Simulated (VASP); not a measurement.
A run of VASP 6.6.1:

File INCAR:

```
PREC = Accurate
ENCUT = 520
EDIFF = 1E-7
ISMEAR = 0
SIGMA = 0.02
LREAL = False
LASPH = True
NELM = 60
ALGO = Normal
ISIF = 2
LWAVE = False
LCHARG = True
GGA = PS
LELF = True
LVHAR = True
NBANDS = 35
```

File KPOINTS:

```
Automatic mesh
0
Gamma
  12 12 4
```

The input POSCAR:

```
WS2
1.0
    3.0883107684      0.0000000000      0.0000000000
   -1.5441553842      2.6745555802      0.0000000000
    0.0000000000      0.0000000000     11.5039090168
W S
2 4
Direct
    0.3333333333      0.6666666667      0.2500000000
    0.6666666667      0.3333333333      0.7500000000
    0.3333333333      0.6666666667      0.6130634261
    0.6666666667      0.3333333333      0.1130634261
    0.3333333333      0.6666666667      0.8869365739
    0.6666666667      0.3333333333      0.3869365739
```

Potentials or basis: VASP PAW PBE potentials, release 64 (W_sv, S).

Command:

```sh
$ cat potpaw_PBE.64/W_sv/POTCAR potpaw_PBE.64/S/POTCAR > POTCAR
$ mpirun -np 1 vasp_std > vasp.out
```

Hardware: 1 thread of Intel(R) Xeon(R) 6975P-C (Granite Rapids), on a shared host.

**Question.** How long does it take, and how much memory?

**Answer.** Wall time 92 s on 1 thread of Intel(R) Xeon(R) 6975P-C (Granite Rapids), with other jobs on the host, peak memory 0.3 GiB. Counts: scf iterations 16, k points 57.
